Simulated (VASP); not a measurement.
Set up this calculation in VASP 6.6.1, as the native input.

```
Task                   : single point
Functional             : r2SCAN
Potentials or basis    : VASP PAW PBE potentials, release 64 (Na_pv, I)
Cutoff                 : 520 eV
k mesh                 : 6 × 6 × 6
Occupations            : gaussian, width 0.01 eV
Spin                   : no spin polarisation
Dipole correction      : no
Further INCAR settings : ALGO = Normal; EDIFF = 1e-07; NBANDS = 14
```

Crystal: NaI.

```
Na I
1.0
     4.03507   -0.02163   -0.02163
    -0.02163    4.03507   -0.02163
    -0.02163   -0.02163    4.03507
Na I
1 1
Direct
  0.00000 0.00000 0.00000
  0.50000 0.50000 0.50000
```

This cell differs from its parent crystal: epitaxial 111 strain +0.4%.

These files were run (other wordings do the same):

POSCAR

```
NaI
1.0
    4.0350687143     -0.0216301256     -0.0216301256
   -0.0216301256      4.0350687143     -0.0216301256
   -0.0216301256     -0.0216301256      4.0350687143
Na I
1 1
Direct
    0.0000000000      0.0000000000      0.0000000000
    0.5000000000      0.5000000000      0.5000000000
```

INCAR.step1

```
PREC = Accurate ; ENCUT = 520
ISMEAR = 0 ; SIGMA = 0.01
LREAL = False ; LASPH = True
NELM = 80 ; NBANDS = 14
GGA = PE ; ALGO = Normal
EDIFF = 1E-4 ; LWAVE = True
LCHARG = False
```

INCAR.step2

```
PREC = Accurate ; ENCUT = 520
EDIFF = 1E-7 ; ISMEAR = 0
SIGMA = 0.01 ; LREAL = False
LASPH = True ; NELM = 80
ALGO = Normal ; ISIF = 2
LWAVE = False ; LCHARG = False
METAGGA = R2SCAN ; LMIXTAU = True
NBANDS = 14 ; ISTART = 1
```

KPOINTS

```
regular mesh
0
Gamma
  6 6 6
```

Potentials or basis: VASP PAW PBE potentials, release 64 (Na_pv, I).

The run is started by

```bash
$ cat potpaw_PBE.64/Na_pv/POTCAR potpaw_PBE.64/I/POTCAR > POTCAR
$ cp INCAR.step1 INCAR
$ mpirun -np 1 vasp_std > vasp.out
$ cp INCAR.step2 INCAR
$ mpirun -np 1 vasp_std > vasp.out
```

Results of the run:

```json
{
 "Pressure": "0.0 GPa",
 "Band gap on the k mesh": "3.08 eV (least direct gap 3.36 eV)"
}
```

Caveat: the cell differs from its parent crystal (epitaxial 111 strain +0.4%); the structure was generated, so it needn't be the stable form of NaI; the PAW data sets were made with another functional, which shifts forces and pressure a little; spin-orbit coupling is left out, which moves the levels of the heavy elements.

It took 43 s on 1 thread of Intel(R) Xeon(R) 6975P-C (Granite Rapids), on a shared host, peak memory 0.18 GiB.
